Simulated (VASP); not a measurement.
Here is a VASP 6.6.1 calculation.

File INCAR:

```
SYSTEM = Ir
PREC = Accurate ; ENCUT = 560
EDIFF = 1E-7 ; ISMEAR = -1
SIGMA = 0.1 ; LREAL = .False.
LASPH = .True. ; NELM = 120
ALGO = Normal ; ISIF = 3
LWAVE = .False. ; LCHARG = .False.
IBRION = 2 ; NSW = 80
EDIFFG = -0.01 ; GGA_COMPAT = .False.
NELMIN = 4
```

Contents of KPOINTS:

```
regular mesh
0
Gamma
  14 14 14
  0 0 0
```

File POSCAR:

```
Ir
1.0
    0.0000000000      1.9197000000      1.9197000000
    1.9197000000      0.0000000000      1.9197000000
    1.9197000000      1.9197000000      0.0000000000
Ir
1
Direct
    0.0000000000      0.0000000000      0.0000000000
```

Potentials or basis: VASP PAW LDA potentials, release 64 (Ir_sv_GW).

Launch:

```sh
$ cat potpaw_LDA.64/Ir_sv_GW/POTCAR > POTCAR
$ mpirun -np 1 vasp_std > vasp.out
```

(1) Estimate the relaxed cell.

(2) What does it give for the relaxed volume?

(3) Predict the band gap on the k mesh.

(4) Predict the space group after relaxing (to 0.1 Å).

Results:

(1) a = 2.695 Å, b = 2.695 Å, c = 2.695 Å, α = 60.00°, β = 60.00°, γ = 60.00°.

(2) 13.85 Å³/atom.

(3) zero (an odd number of electrons rules out a gap without spin polarisation).

(4) Fm-3m (No. 225).

Caveat: spin-orbit coupling is left out, which moves the levels of the heavy elements.
